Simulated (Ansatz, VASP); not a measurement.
# KCl: VASP beside Ansatz

Contents of POSCAR:

```
KCl
1.0
    0.0000000000      3.1448483221      3.1448483221
    3.2391937718      0.0000000000      3.1448483221
    3.2391937718      3.1448483221      0.0000000000
K Cl
1 1
Direct
    0.0000000000      0.0000000000      0.0000000000
    0.5000000000      0.5000000000      0.5000000000
```

File INCAR.step1:

```
SYSTEM = KCl
PREC     = Accurate       ! precision mode
ENCUT    = 520            ! plane-wave cutoff, eV
ISMEAR   = 0              ! smearing method
SIGMA    = 0.01           ! smearing width, eV
LREAL    = .FALSE.        ! projectors in reciprocal space
LASPH    = .TRUE.         ! aspherical terms in the spheres
NELM     = 80             ! most SCF steps
NBANDS   = 15             ! bands
GGA      = PE             ! functional
ALGO     = Normal         ! electronic algorithm
EDIFF    = 1E-4           ! SCF threshold, eV
LWAVE    = .TRUE.         ! write WAVECAR
LCHARG   = .FALSE.        ! write CHGCAR
```

Contents of INCAR.step2:

```
SYSTEM = KCl
PREC     = Accurate       ! precision mode
ENCUT    = 520            ! plane-wave cutoff, eV
EDIFF    = 1E-6           ! SCF threshold, eV
ISMEAR   = 0              ! smearing method
SIGMA    = 0.01           ! smearing width, eV
LREAL    = .FALSE.        ! projectors in reciprocal space
LASPH    = .TRUE.         ! aspherical terms in the spheres
NELM     = 80             ! most SCF steps
ALGO     = Normal         ! electronic algorithm
ISIF     = 2              ! what is computed and relaxed
LWAVE    = .FALSE.        ! write WAVECAR
LCHARG   = .FALSE.        ! write CHGCAR
METAGGA  = R2SCAN         ! meta-GGA
LMIXTAU  = .TRUE.       
NBANDS   = 15             ! bands
ISTART   = 1
```

KPOINTS

```
Automatic mesh
0
G
  8 8 8
  0 0 0
```

Input for Ansatz:

```yaml
crystal:
  lattice:
    - [0.0, 3.1448483221, 3.1448483221]
    - [3.2391937718, 0.0, 3.1448483221]
    - [3.2391937718, 3.1448483221, 0.0]
  atoms:
    - { symbol: K, position: [0.0, 0.0, 0.0] }
    - { symbol: Cl, position: [0.5, 0.5, 0.5] }
kpoints:
  mp_grid: { grid: [8, 8, 8] }
  band_path:
    path:
      - [0.0, 0.0, 0.0]
      - [0.5, 0.0, 0.5]
      - [0.625, 0.25, 0.625]
      - [0.375, 0.375, 0.75]
      - [0.5, 0.5, 0.5]
      - [0.5, 0.25, 0.75]
    npoints: 1
hamiltonian:
  xc: r2scan
scf:
  occupations: { method: fixed }
  n_extra_bands: 4
output:
  forces: true
  stress: true
  eigenvalues: true
```

Change from the starting cell: uniaxial_x strain +3.0%.

Alike in both runs: task single point; functional r2SCAN; k mesh 8 × 8 × 8; no spin polarisation.

```csv
,VASP,Ansatz
version,VASP 6.6.1,Ansatz 0.2.0
potentials or method,"VASP PAW PBE potentials, release 64 (K_sv, Cl)","plane waves, PAW"
plane-wave cutoff (eV),520,500
occupations,"gaussian, width 0.01 eV",fixed
valence electrons in the cell,16,16
```

```csv
,VASP,Ansatz,Ansatz less VASP
gap on the k mesh at the Fermi level (eV),5.72,5.72,-0.004
pressure (GPa),-0.5,-0.5,+0.03
"traceless stress, the component that is largest in VASP (GPa)",-0.65,-0.64,+0.009
```

VASP's potentials were made for PBE, not for r2SCAN.
